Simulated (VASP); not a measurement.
# NaF in VASP: settings compared

Aim: see how the results for NaF move with the level of theory and the settings. Levels: PBE, HSE06. Tasks: single point.

Program: VASP 6.6.1. These are calculated values, not measurements. Logs are shortened: lines on timing, memory, paths and dates and some standing lists are left out, and cuts for length are marked.

### 1 The cell of the first run

The typed cell holds 8 atoms: a = 6.654 Å, b = 4.681 Å, c = 3.329 Å, α = 90.00°, β = 90.00°, γ = 90.00°.

The cell was built from a structure type or drawn by symmetry, and may not be a known phase.

### 2 Single point, PBE

File INCAR:

```
ALGO = Normal ; EDIFF = 1E-7
ENCUT = 520 ; GGA = PE
ISIF = 2 ; ISMEAR = 0
LASPH = T ; LCHARG = F
LREAL = F ; LWAVE = F
NBANDS = 38 ; NELM = 80
PREC = Accurate ; SIGMA = 0.1
```

File KPOINTS:

```
k-points
0
Gamma
  4 4 6
```

File POSCAR:

```
NaF
1.0
    6.6541171283      0.0000000000      0.0000000000
    0.0000000000      4.6810370957      0.0000000000
    0.0000000000      0.0000000000      3.3294147790
Na F
4 4
Direct
    0.7500000000      0.0000000000      0.5000188161
    0.0000000000      0.5000000000      0.0000000000
    0.2500000000      0.0000000000      0.4999811839
    0.5000000000      0.5000000000      0.0000000000
    0.7500000000      0.5000000000      0.4999785625
    0.0000000000      0.0000000000      0.0000000000
    0.2500000000      0.5000000000      0.5000214375
    0.5000000000      0.0000000000      0.0000000000
```

Potentials or basis: VASP PAW PBE potentials, release 64 (Na_pv, F).

Launch:

```bash
> cat potpaw_PBE.64/Na_pv/POTCAR potpaw_PBE.64/F/POTCAR > POTCAR
> mpirun -np 1 vasp_std > vasp.out
```

OUTCAR:

```text
EDIFF = 1E-7
   ENCUT = 520
   GGA = PE
   ISIF = 2
   ISMEAR = 0
   LASPH = T
   LREAL = F
   NELM = 80
   PREC = Accurate

 ion  position               nearest neighbor table
   1  0.750  0.000  0.500-   5 2.34   5 2.34
   2  0.000  0.500  0.000-   6 2.34   6 2.34
   3  0.250  0.000  0.500-   7 2.34   7 2.34
   4  0.500  0.500  0.000-   8 2.34   8 2.34
   5  0.750  0.500  0.500-   1 2.34   1 2.34
   6  0.000  0.000  0.000-   2 2.34   2 2.34
   7  0.250  0.500  0.500-   3 2.34   3 2.34
   8  0.500  0.000  0.000-   4 2.34   4 2.34

  LATTYP: Found a simple orthorhombic cell.
 ALAT       =     3.3294147790
 B/A-ratio  =     1.4059639325
 C/A-ratio  =     1.9985846072

  Lattice vectors:

 A1 = (   0.0000000000,   0.0000000000,  -3.3294147790)
 A2 = (   0.0000000000,   4.6810370957,   0.0000000000)
 A3 = (   6.6541171283,   0.0000000000,   0.0000000000)

Analysis of symmetry for initial positions (statically):
=====================================================================
 Subroutine PRICEL returns:
 Original cell was already a primitive cell.

 Routine SETGRP: Setting up the symmetry group for a
 simple orthorhombic supercell.

 Subroutine GETGRP returns: Found  8 space group operations
 (whereof  4 operations were pure point group operations)
 out of a pool of  8 trial point group operations.

The static configuration has the point symmetry C_2h.
 The point group associated with its full space group is D_2h.

Analysis of symmetry for dynamics (positions and initial velocities):
=====================================================================
 Subroutine PRICEL returns:
 Original cell was already a primitive cell.

 Routine SETGRP: Setting up the symmetry group for a
 simple orthorhombic supercell.

 Subroutine GETGRP returns: Found  8 space group operations
 (whereof  4 operations were pure point group operations)
 out of a pool of  8 trial point group operations.

The dynamic configuration has the point symmetry C_2h.
 The point group associated with its full space group is D_2h.

 Subroutine INISYM returns: Found  8 space group operations
 (whereof  4 operations are pure point group operations),
 and found     1 'primitive' translations

----------------------------------------------------------------------------------------

                                     Primitive cell

  volume of cell :     103.7052

  direct lattice vectors                    reciprocal lattice vectors
     6.654117128  0.000000000  0.000000000     0.150282897  0.000000000  0.000000000
     0.000000000  4.681037096  0.000000000     0.000000000  0.213627873  0.000000000
     0.000000000  0.000000000  3.329414779     0.000000000  0.000000000  0.300353085

  length of vectors
     6.654117128  4.681037096  3.329414779     0.150282897  0.213627873  0.300353085

  position of ions in fractional coordinates (direct lattice)
     0.750000000  0.000000000  0.500018816
     0.000000000  0.500000000  0.000000000
     0.250000000  0.000000000  0.499981184
     0.500000000  0.500000000  0.000000000
     0.750000000  0.500000000  0.499978562
     0.000000000  0.000000000  0.000000000
     0.250000000  0.500000000  0.500021438
     0.500000000  0.000000000  0.000000000

  ion indices of the primitive-cell ions
   primitive index   ion index
                 1           1
                 2           2
                 3           3
                 4           4
                 5           5
                 6           6
                 7           7
                 8           8

----------------------------------------------------------------------------------------

 KPOINTS: k-points

Automatic generation of k-mesh.
 Grid dimensions read from file:
 generate k-points for:    4    4    6

 Generating k-lattice:

  Cartesian coordinates                     Fractional coordinates (reciprocal lattice)
     0.037570724  0.000000000  0.000000000     0.250000000  0.000000000  0.000000000
     0.000000000  0.053406968  0.000000000     0.000000000  0.250000000  0.000000000
     0.000000000  0.000000000  0.050058847     0.000000000  0.000000000  0.166666667

  Length of vectors
     0.037570724  0.053406968  0.050058847

  Shift w.r.t. Gamma in fractional coordinates (k-lattice)
     0.000000000  0.000000000  0.000000000

 Subroutine IBZKPT returns following result:
 ===========================================

 Found     36 irreducible k-points:

 Following reciprocal coordinates:
            Coordinates               Weight
  0.000000  0.000000  0.000000      1.000000
  0.250000  0.000000  0.000000      2.000000
  0.500000  0.000000  0.000000      1.000000
  0.000000  0.250000  0.000000      2.000000
  0.250000  0.250000  0.000000      4.000000
  0.500000  0.250000  0.000000      2.000000
[... 16 lines left out ...]
  0.250000  0.250000  0.333333      8.000000
  0.500000  0.250000  0.333333      4.000000
 [... further k-points ...]
   k-points           NKPTS =     36   k-points in BZ     NKDIM =     36   number of bands    NBANDS=     38
   number of dos      NEDOS =    301   number of ions     NIONS =      8
   total plane-waves  NPLWV =  50400
   dimension x,y,z NGX =    50 NGY =   36 NGZ =   28
   dimension x,y,z NGXF=   100 NGYF=   72 NGZF=   56
   ions per type =               4   4
   NGX,Y,Z   is equivalent  to a cutoff of  12.49, 12.79, 13.98 a.u.
   NGXF,Y,Z  is equivalent  to a cutoff of  24.98, 25.57, 27.96 a.u.
 SYSTEM =  unknown system
   PREC   = accura    normal or accurate (medium, high low for compatibility)
   ISTART =      0    job   : 0-new  1-cont  2-samecut
   ICHARG =      2    charge: 1-file 2-atom 10-const
   ISPIN  =      1    spin polarized calculation?
   LNONCOLLINEAR =      F non collinear calculations
   LSORBIT =      F    spin-orbit coupling
   LASPH  =      T    aspherical Exc in radial PAW
   ENCUT  =  520.0 eV  38.22 Ry    6.18 a.u.  12.37  8.70  6.19*2*pi/ulx,y,z
   NELM   =     80;   NELMIN=  2; NELMDL= -5     # of ELM steps
   EDIFF  = 0.1E-06   stopping-criterion for ELM
   LREAL  =      F    real-space projection
   EDIFFG = 0.1E-05   stopping-criterion for IOM
   NSW    =      0    number of steps for IOM
   IBRION =     -1    ionic relax: 0-MD 1-quasi-New 2-CG
   NFREE  =      0    steps in history (QN), initial steepest desc. (CG)
   ISIF   =      2    stress and relaxation
   ISYM   =      2    0-nonsym 1-usesym 2-fastsym
   POTIM  = 0.5000    time-step for ionic-motion
   TEBEG  =    0.0;   TEEND  =   0.0 temperature during run
   PSTRESS=    0.0 pullay stress
   NELECT =      56.0000    total number of electrons
   NUPDOWN=      -1.0000    fix difference up-down
   EMIN   =  10.00;   EMAX   =-10.00  energy-range for DOS
   EFERMI =   0.00;   METHOD = LEGACY
   ISMEAR =     0;   SIGMA  =   0.10  broadening in eV -4-tet -1-fermi 0-gaus
   EFERMI_NEDOS =   21; number of points for ismear=-14 and -15
   IALGO  =     38    algorithm
   IMIX   =      4    mixing-type and parameters
     AMIX     =   0.40;   BMIX     =  1.00
     AMIX_MAG =   1.60;   BMIX_MAG =  1.00
  volume/ion in A,a.u.               =      12.96        87.48
  Fermi-wavevector in a.u.,A,eV,Ry     =   1.333124  2.519240 24.180557  1.777221
  Thomas-Fermi vector in A             =   2.462007
   LORBIT       =      0    0 simple, 1 ext, 2 COOP (PROOUT), +10 PAW based schemes
   GGA     = PE    functional components
   LHFCALC =     F    Hartree Fock is set to
   AEXX    =    0.0000 exact exchange contribution
   IVDW    =     0    specifies the selected vdW correction
   LEPSILON=     F    determine dielectric tensor
   LRPA    =     F    only Hartree local field effects (RPA)
 non-spin polarized calculation
 Gauss-broadening in eV      SIGMA  =   0.10
  energy-cutoff  :      520.00
  volume of cell :      103.71
 maximum number of plane-waves:      2820
 NGX is ok and might be reduce to    50

 number of electron      56.0000001 magnetization

 Free energy of the ion-electron system (eV)
  ---------------------------------------------------
  ext. energy  EPLUGINS =         0.00000000
  ---------------------------------------------------
  free energy    TOTEN  =       -34.27720143 eV

  energy without entropy =      -34.27720143  energy(sigma->0) =      -34.27720143

 E-fermi :  -1.7922     XC(G=0):  -8.9597

 val. band max:       -2.2568211235   @ k =   0.0000   0.0000   0.0000
 cond. band min:       3.8236468177   @ k =   0.0000   0.0000   0.0000
 fundamental gap:      6.0804679412
 Fermi energy:        -1.7921566641

 k-point     1 :       0.0000    0.0000    0.0000
  band No.  band energies     occupation
      1     -21.8875      2.00000
      2     -21.8875      2.00000
      3     -21.4497      2.00000
      4     -21.3816      2.00000
      5     -21.3816      2.00000
      6     -21.3775      2.00000
[... 30 lines left out ...]
     37      14.3701      0.00000
     38      14.3701      0.00000

 k-point     2 :       0.2500    0.0000    0.0000
  band No.  band energies     occupation
      1     -21.8601      2.00000
      2     -21.8298      2.00000
      3     -21.5716      2.00000
      4     -21.5145      2.00000
      5     -21.4440      2.00000
      6     -21.4059      2.00000
[... 30 lines left out ...]
     37      13.1179      0.00000
     38      15.1672      0.00000

 k-point     3 :       0.5000    0.0000    0.0000
  band No.  band energies     occupation
      1     -21.7501      2.00000
      2     -21.7501      2.00000
      3     -21.6970      2.00000
      4     -21.6970      2.00000
      5     -21.4282      2.00000
      6     -21.4282      2.00000
[... 30 lines left out ...]
     37      13.5148      0.00000
[... 781 lines left out ...]
 k-point    23 :       0.2500    0.2500    0.3333
  band No.  band energies     occupation
      1     -21.8902      2.00000
      2     -21.8659      2.00000
      3     -21.7591      2.00000
      4     -21.7341      2.00000
      5     -21.4242      2.00000
      6     -21.3813      2.00000
[... 30 lines left out ...]
     37      12.2805      0.00000
     38      14.0050      0.00000

 k-point    24 :       0.5000    0.2500    0.3333
  band No.  band energies     occupation
      1     -21.8282      2.00000
      2     -21.8282      2.00000
      3     -21.7998      2.00000
      4     -21.7998      2.00000
      5     -21.4080      2.00000
      6     -21.4080      2.00000
[... 30 lines left out ...]
     37      13.0554      0.00000
     38      13.0554      0.00000

 [... further k-points ...]

------------------------ aborting loop because EDIFF is reached ----------------------------------------

  FORCE on cell =-STRESS in cart. coord.  units (eV):
  Direction    XX          YY          ZZ          XY          YZ          ZX
  --------------------------------------------------------------------------------------
  -------------------------------------------------------------------------------------
  Total       -0.1122033      0.1308871     -0.1351224      0.0000000      0.0000000     -0.0000000
  in kB       -1.7334679      2.0221202     -2.0875534      0.0000000      0.0000000     -0.0000000
  external PRESSURE =      -0.5996337 kB  Pullay stress =       0.0000000 kB

 VOLUME and BASIS-vectors are now :
 -----------------------------------------------------------------------------
  energy-cutoff  :      520.00
  volume of cell :      103.71
      direct lattice vectors                 reciprocal lattice vectors
     6.654117128  0.000000000  0.000000000     0.150282897  0.000000000  0.000000000
     0.000000000  4.681037096  0.000000000     0.000000000  0.213627873  0.000000000
     0.000000000  0.000000000  3.329414779     0.000000000  0.000000000  0.300353085

 POSITION                                       TOTAL-FORCE (eV/Angst)
 -----------------------------------------------------------------------------------
      4.99059      0.00000      1.66477         0.000000     -0.000000     -0.000158
      0.00000      2.34052      0.00000         0.000000     -0.000000      0.000000
      1.66353      0.00000      1.66464         0.000000     -0.000000      0.000158
      3.32706      2.34052      0.00000         0.000000     -0.000000      0.000000
      4.99059      2.34052      1.66464         0.000000      0.000000      0.000191
      0.00000      0.00000      0.00000         0.000000     -0.000000      0.000000
      1.66353      2.34052      1.66478         0.000000     -0.000000     -0.000191
      3.32706      0.00000      0.00000         0.000000     -0.000000      0.000000
 -----------------------------------------------------------------------------------
    total drift:                                0.000000      0.000000     -0.000000

  FREE ENERGIE OF THE ION-ELECTRON SYSTEM (eV)
  ---------------------------------------------------
  free  energy   TOTEN  =       -34.2772014287 eV

  energy  without entropy=      -34.2772014287  energy(sigma->0) =      -34.27720143
```

Run time: 2.3 min. Hardware: 1 thread of Intel Xeon Platinum 8375C at 2.90GHz (Ice Lake), shared host; peak memory 0.26 GiB.

What came out:

```
Free energy            : -34.2772 eV
Pressure               : -0.1 GPa
Band gap on the k mesh : 6.08 eV
```

Levels at points of the mesh, in eV from the valence-band top:
```tsv
k point	band 26	band 27	band 28	band 29	band 30	band 31
(0.00, 0.00, 0.00)	0.00	0.00	0.00	6.08	10.07	10.07
(0.50, 0.00, 0.00)	-0.14	-0.08	-0.08	7.38	7.38	12.56
(0.00, 0.50, 0.00)	-0.21	-0.21	-0.21	8.46	8.46	10.53
(0.50, 0.50, 0.00)	-0.22	-0.22	-0.22	9.27	9.27	9.27
(0.00, 0.00, 0.50)	-0.38	-0.23	-0.23	10.07	10.07	12.79
(0.50, 0.00, 0.50)	-0.36	-0.36	-0.36	10.91	10.91	10.91
(0.00, 0.50, 0.50)	-0.24	-0.23	-0.23	10.53	10.53	12.11
(0.50, 0.50, 0.50)	-0.32	-0.32	-0.32	11.51	11.51	11.51
```

A k mesh can miss the band edges.

### 3 Single point, HSE06

This run uses another cell than the first one: it holds 2 atoms, not 8.

File POSCAR:

```
NaF
1.0
    0.0000000000      2.3504971257      2.3504971257
    2.3504971257      0.0000000000      2.3504971257
    2.3504971257      2.3504971257      0.0000000000
Na F
1 1
Direct
    0.5000000000      0.5000000000      0.5000000000
    0.0000000000      0.0000000000      0.0000000000
```

File INCAR.step1:

```
SYSTEM = NaF
ALGO = Normal
EDIFF = 1E-5
ENCUT = 520
GGA = PE
ISIF = 2
ISMEAR = 0
LASPH = .TRUE.
LCHARG = .FALSE.
LREAL = .FALSE.
LWAVE = .TRUE.
NBANDS = 14
NELM = 80
PREC = Accurate
SIGMA = 0.02
```

File INCAR.step2:

```
SYSTEM = NaF
ALGO = Normal
EDIFF = 1E-7
ENCUT = 520
GGA = PE
HFSCREEN = 0.2079
ISIF = 2
ISMEAR = 0
ISTART = 1
LASPH = .TRUE.
LCHARG = .FALSE.
LHFCALC = .TRUE.
LREAL = .FALSE.
LWAVE = .FALSE.
NBANDS = 14
NELM = 80
PREC = Accurate
PRECFOCK = Normal
SIGMA = 0.02
```

File KPOINTS:

```
k-points
0
G
  6 6 6
  0 0 0
```

Potentials or basis: VASP PAW PBE potentials, release 64 (Na_pv, F).

Launch:

```bash
> cat potpaw_PBE.64/Na_pv/POTCAR potpaw_PBE.64/F/POTCAR > POTCAR
> cp INCAR.step1 INCAR
> mpirun -np 1 vasp_std > vasp.out
> cp INCAR.step2 INCAR
> mpirun -np 1 vasp_std > vasp.out
```

Wall time 17 min (1 thread of Intel Xeon Platinum 8375C at 2.90GHz (Ice Lake), shared host); peak memory 0.25 GiB.

The run converged. Its results:

| Item | Value |
| --- | --- |
| Free energy | -10.3089 eV |
| Pressure | -1.8 GPa |
| Band gap on the k mesh | 8.20 eV |

Levels at points of the mesh, in eV from the valence-band top:
```
           k point  band 3  band 4  band 5  band 6  band 7  band 8  band 9  band 10  band 11  band 12
(0.00, 0.00, 0.00)  -20.52  -20.52    0.00    0.00    0.00    8.20   21.01    21.01    21.01    23.54
(0.50, 0.00, 0.00)  -20.52  -19.76   -1.53   -0.25   -0.25   12.70   14.43    22.05    22.05    25.00
(0.50, 0.50, 0.00)  -20.56  -20.43   -1.25   -0.41   -0.41   15.12   15.30    15.53    21.78    21.78
```

Caveat: the PAW data sets were made with another functional, which shifts forces and pressure a little.
